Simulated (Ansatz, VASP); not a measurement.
## Si3As in VASP and in Ansatz

```xyz
4
Lattice="2.9551 0.0000 0.0000 -1.4775 2.5592 0.0000 0.0000 0.0000 7.4350" Properties=species:S:1:pos:R:3 pbc="T T T"
Si    0.0000    1.7061    3.7175
Si    0.0000    0.0000    5.9728
Si    0.0000    0.0000    1.4623
As    0.0000    1.7061    0.0000
```

Change from the starting cell: species swapped into the Tc3N type (P-6m2, No. 187).

Alike in both runs: task relaxation of cell and atoms; functional PBE; k mesh 6 × 6 × 4; occupations gaussian, width 0.1 eV; no spin polarisation.

|  | VASP | Ansatz |
| --- | --- | --- |
| version | VASP 6.6.1 | Ansatz 0.2.0 |
| potentials or method | VASP PAW PBE potentials, release 64 (Si, As), cutoff 600 eV | scalar-relativistic, plane waves, PAW |
| valence electrons in the cell | 17 | 27 |

Ansatz gave:

- gap on the k mesh at the Fermi level, each at its own relaxed structure (eV): none
- relaxed volume (Å³/atom): 17.24
- relaxed length of the cell vector where the two differ most in proportion (Å): 6.532

Which values does VASP return?

gap on the k mesh at the Fermi level, each at its own relaxed structure (eV): none; relaxed volume (Å³/atom): 16.47; relaxed length of the cell vector where the two differ most in proportion (Å): 7.938.

A gap of «none» marks a metal or a gap that the smearing closes. One of these differences is far larger than is usual between the two programs; its cause wasn't traced. VASP's potentials hold 17 valence electrons a cell and Ansatz's 27, so a difference there can come from the potentials and not from the codes.

The k mesh is coarse, so the values compare programs but aren't converged. Noted on VASP's run: the volume moved by over 15 % at a fixed basis, so the end points are rough.
